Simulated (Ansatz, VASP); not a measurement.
## RbCl in VASP and in Ansatz

Contents of POSCAR:

```
RbCl
1.0
    0.0000000000      3.3223418864      3.3036454337
    3.3223418864      0.0000000000      3.3036454337
    3.3223418864      3.3223418864      0.0000000000
Rb Cl
1 1
Direct
    0.0000000000      0.0000000000      0.0000000000
    0.5000000000      0.5000000000      0.5000000000
```

File INCAR.step1:

```
SYSTEM = RbCl
PREC = Accurate
ENCUT = 400
EDIFF = 1E-5
ISMEAR = 0
SIGMA = 0.01
LREAL = .FALSE.
LASPH = .TRUE.
NELM = 120
ALGO = Normal
ISIF = 2
LWAVE = .TRUE.
LCHARG = .FALSE.
GGA = PE
NBANDS = 15
GGA_COMPAT = .FALSE.
```

INCAR.step2

```
SYSTEM = RbCl
PREC = Accurate
ENCUT = 400
EDIFF = 1E-6
ISMEAR = 0
SIGMA = 0.01
LREAL = .FALSE.
LASPH = .TRUE.
NELM = 120
ALGO = Normal
ISIF = 2
LWAVE = .FALSE.
LCHARG = .FALSE.
GGA = PE
LHFCALC = .TRUE.
HFSCREEN = 0.2079
PRECFOCK = Normal
ISTART = 1
NBANDS = 15
GGA_COMPAT = .FALSE.
```

KPOINTS

```
regular mesh
0
G
  4 4 4
  0 0 0
```

Input for Ansatz:

```yaml
crystal:
  lattice:
    - [0.0, 3.3223418864, 3.3036454337]
    - [3.3223418864, 0.0, 3.3036454337]
    - [3.3223418864, 3.3223418864, 0.0]
  atoms:
    - { symbol: Rb, position: [0.0, 0.0, 0.0] }
    - { symbol: Cl, position: [0.5, 0.5, 0.5] }
kpoints:
  mp_grid: { grid: [4, 4, 4] }
  band_path:
    path:
      - [0.0, 0.0, 0.0]
      - [0.5, 0.0, 0.5]
      - [0.625, 0.25, 0.625]
      - [0.375, 0.375, 0.75]
      - [0.5, 0.5, 0.5]
      - [0.5, 0.25, 0.75]
    npoints: 1
hamiltonian:
  xc: hse06
scf:
  occupations: { method: fixed }
  n_extra_bands: 4
output:
  forces: true
  stress: true
  eigenvalues: true
  write_density: true
  write_potential: true
  elf: true
  volumetric_format: npy
```

Change from the starting cell: epitaxial_xy strain +0.5%.

Alike in both runs: task single point; functional HSE06; k mesh 4 × 4 × 4; no spin polarisation.

```csv
,VASP,Ansatz
version,VASP 6.6.1,Ansatz 0.2.0
potentials or method,"VASP PAW PBE potentials, release 64 (Rb_sv, Cl)","plane waves, PAW"
plane-wave cutoff (eV),400,420
occupations,"gaussian, width 0.01 eV",fixed
valence electrons in the cell,16,16
```

```tsv
	VASP	Ansatz	Ansatz less VASP
gap on the k mesh at the Fermi level (eV)	6.21	6.21	+0.002
pressure (GPa)	0.2	0.2	0.00
traceless stress, the component that is largest in VASP (GPa)	0.12	0.12	-0.002
```

Ansatz's warnings: stress exchange threshold loose, stress scf threshold loose.
